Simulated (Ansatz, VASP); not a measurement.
## PRu3 in VASP and in Ansatz

The input INCAR:

```
  ALGO = Normal
  EDIFF = 1E-6
  EDIFFG = -0.01
  ENCUT = 600
  GGA = PE
  IBRION = 2
  ISIF = 3
  ISMEAR = 0
  LASPH = True
  LCHARG = False
  LREAL = False
  LWAVE = False
  NELM = 80
  NSW = 100
  PREC = Accurate
  SIGMA = 0.1
```

The input KPOINTS:

```
k-points
0
Gamma
  12 12 12
```

The input POSCAR:

```
PRu3
1.0
    3.7721640039      0.0000000000      0.0000000000
    0.0000000000      3.7721640039      0.0000000000
    0.0000000000      0.0000000000      3.7721640039
P Ru
1 3
Direct
    0.0000000000      0.0000000000      0.0000000000
    0.0000000000      0.5000000000      0.5000000000
    0.5000000000      0.0000000000      0.5000000000
    0.5000000000      0.5000000000      0.0000000000
```

Input for Ansatz:

```yaml
crystal:
  lattice:
    - [3.7721640039, 0.0, 0.0]
    - [0.0, 3.7721640039, 0.0]
    - [0.0, 0.0, 3.7721640039]
  atoms:
    - { symbol: P, position: [0.0, 0.0, 0.0] }
    - { symbol: Ru, position: [0.0, 0.5, 0.5] }
    - { symbol: Ru, position: [0.5, 0.0, 0.5] }
    - { symbol: Ru, position: [0.5, 0.5, 0.0] }
basis:
  ecutwfc: 420
kpoints:
  mp_grid: { grid: [12, 12, 12] }
hamiltonian:
  xc: pbe
scf:
  occupations: { method: gaussian, width: 0.1 }
output:
  forces: true
  stress: true
  eigenvalues: true
  write_density: true
  write_potential: true
  elf: true
  volumetric_format: npy
relax:
  adjacent_minimum: "off"
  f_tol: 0.01
  max_steps: 80
  cell: { stress_tol: 0.05 }
```

Alike in both runs: task relaxation of cell and atoms; functional PBE; k mesh 12 × 12 × 12; occupations gaussian, width 0.1 eV; no spin polarisation.

|  | VASP | Ansatz |
| --- | --- | --- |
| version | VASP 6.6.1 | Ansatz 0.2.0 |
| potentials or method | VASP PAW PBE potentials, release 64 (P, Ru_pv), cutoff 600 eV | scalar-relativistic, plane waves, PAW |
| valence electrons in the cell | 47 | 53 |

|  | VASP | Ansatz | Ansatz less VASP |
| --- | --- | --- | --- |
| gap on the k mesh at the Fermi level, each at its own relaxed structure (eV) | none | none | - |
| relaxed volume (Å³/atom) | 13.42 | 13.42 | 0.000 |
| relaxed cell length with the largest relative difference (Å) | 3.772 | 3.772 | 0.0000 |

A gap of «none» marks a metal or a gap that the smearing closes. VASP's potentials hold 47 valence electrons a cell and Ansatz's 53, so a difference there can come from the potentials and not from the codes.

Noted on VASP's run: the relaxation stopped at its first step, so nothing moved.
